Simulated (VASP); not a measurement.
A run of VASP 6.6.1 is set up as follows.

INCAR

```
ALGO = Fast
EDIFF = 1E-7
ENCUT = 520
GGA = PE
ISIF = 2
ISMEAR = 0
LASPH = True
LCHARG = True
LELF = True
LREAL = False
LVHAR = True
LWAVE = False
NBANDS = 21
NELM = 80
PREC = Accurate
SIGMA = 0.15
```

The input KPOINTS:

```
k-points
0
Gamma
  16 16 16
```

POSCAR

```
Sn
1.0
    0.0000000000      3.3780699979      3.3281477812
    3.3281477812      0.0000000000      3.3281477812
    3.3281477812      3.3780699979      0.0000000000
Sn
2
Direct
    0.5000000000      0.5000000000      0.5000000000
    0.7500000000      0.7500000000      0.7500000000
```

Potentials or basis: VASP PAW PBE potentials, release 64 (Sn_d).

Launch:

```console
$ cat potpaw_PBE.64/Sn_d/POTCAR > POTCAR
$ mpirun -np 1 vasp_std > vasp.out
```

Question: Estimate the band gap on the k mesh.

Answer: Zero (band 14 reaches 4.84 eV, above the bottom of band 15 at 4.55 eV).

Question: Predict the pressure.

Answer: -0.6 GPa.

Stress tensor (GPa, compression positive):
```
-0.45  0.00  0.00
 0.00 -0.88  0.00
 0.00  0.00 -0.45
```

Caveat: the cell differs from its parent crystal (strain +0.0150 x Voigt [0, 1, 0, 0, 0, 0]); spin-orbit coupling is left out, which moves the levels of the heavy elements.
